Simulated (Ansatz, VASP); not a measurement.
**ZnMo3 in VASP and in Ansatz**

The input INCAR:

```
SYSTEM = ZnMo3
  PREC = Accurate
  ENCUT = 520
  EDIFF = 1E-7
  ISMEAR = 1
  SIGMA = 0.1
  LREAL = .FALSE.
  LASPH = .TRUE.
  NELM = 80
  ALGO = Normal
  ISIF = 2
  LWAVE = .FALSE.
  LCHARG = .TRUE.
  GGA = PE
  LELF = .TRUE.
  LVHAR = .TRUE.
  NBANDS = 35
```

File KPOINTS:

```
regular mesh
0
G
  6 6 6
  0 0 0
```

File POSCAR:

```
ZnMo3
1.0
    3.9562542756      0.0000000000      0.0000000000
    0.0000000000      3.9562542756      0.0000000000
    0.0000000000      0.0000000000      3.9562542756
Zn Mo
1 3
Direct
    0.0000000000      0.0000000000      0.0000000000
    0.0000000000      0.5000000000      0.5000000000
    0.5000000000      0.0000000000      0.5000000000
    0.5000000000      0.5000000000      0.0000000000
```

Input for Ansatz:

```yaml
crystal:
  lattice:
    - [3.956254275638123, 0.0, 0.0]
    - [0.0, 3.956254275638123, 0.0]
    - [0.0, 0.0, 3.956254275638123]
  atoms:
    - { symbol: Zn, position: [0.0, 0.0, 0.0] }
    - { symbol: Mo, position: [0.0, 0.5, 0.5] }
    - { symbol: Mo, position: [0.5, 0.0, 0.5] }
    - { symbol: Mo, position: [0.5, 0.5, 0.0] }
basis:
  ecutwfc: 470.0
kpoints:
  mp_grid:
    grid: [6, 6, 6]
hamiltonian:
  xc: pbe
scf:
  occupations:
    method: methfessel_paxton
output:
  stress: true
```

Alike in both runs: task single point; functional PBE; k mesh 6 × 6 × 6; no spin polarisation.

|  | VASP | Ansatz |
| --- | --- | --- |
| version | VASP 6.6.1 | Ansatz 0.2.0 |
| potentials or method | VASP PAW PBE potentials, release 64 (Zn, Mo_sv), cutoff 520 eV | plane waves, PAW |
| occupations | methfessel-paxton of order 1, width 0.1 eV | methfessel-paxton of order 1 |
| valence electrons in the cell | 54 | 54 |

|  | VASP | Ansatz | Ansatz less VASP |
| --- | --- | --- | --- |
| pressure (GPa) | -3.1 | -3.6 | -0.53 |
